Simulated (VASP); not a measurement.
A run of VASP 6.6.1 is set up as follows.

The input INCAR:

```
SYSTEM = La
PREC = Accurate ; ENCUT = 520
EDIFF = 1E-7 ; ISMEAR = -1
SIGMA = 0.05 ; LREAL = .FALSE.
LASPH = .TRUE. ; NELM = 80
ALGO = Normal ; ISIF = 2
LWAVE = .FALSE. ; LCHARG = .FALSE.
GGA = PS ; IVDW = 12
NBANDS = 18
```

KPOINTS

```
regular mesh
0
G
  8 8 5
  0 0 0
```

Contents of POSCAR:

```
La
1.0
    3.7500000000      0.0000000000      0.0000000000
   -1.8750000000      3.2475952642      0.0000000000
    0.0000000000      0.0000000000      6.0700000000
La
2
Direct
    0.6666666667      0.3333333333      0.7500000000
    0.3333333333      0.6666666667      0.2500000000
```

Potentials or basis: VASP PAW PBE potentials, release 64 (La).

Launch:

```console
$ cat potpaw_PBE.64/La/POTCAR > POTCAR
$ mpirun -np 1 vasp_std > vasp.out
```

Estimate the band gap on the k mesh.

zero (band 11 reaches 8.87 eV, above the bottom of band 12 at 7.56 eV).

Predict the pressure.

-3.7 GPa.

Estimate the dispersion energy per atom.

-0.504 eV.

Stress tensor (GPa, compression positive):
```
-3.58  0.00  0.00
 0.00 -3.58  0.00
 0.00  0.00 -3.88
```

Caveat: three body term missing; the PAW data sets were made with another functional, which shifts forces and pressure a little; spin-orbit coupling is left out, which moves the levels of the heavy elements; pairwise dispersion overbinds metals, which lowers pressure and volume.
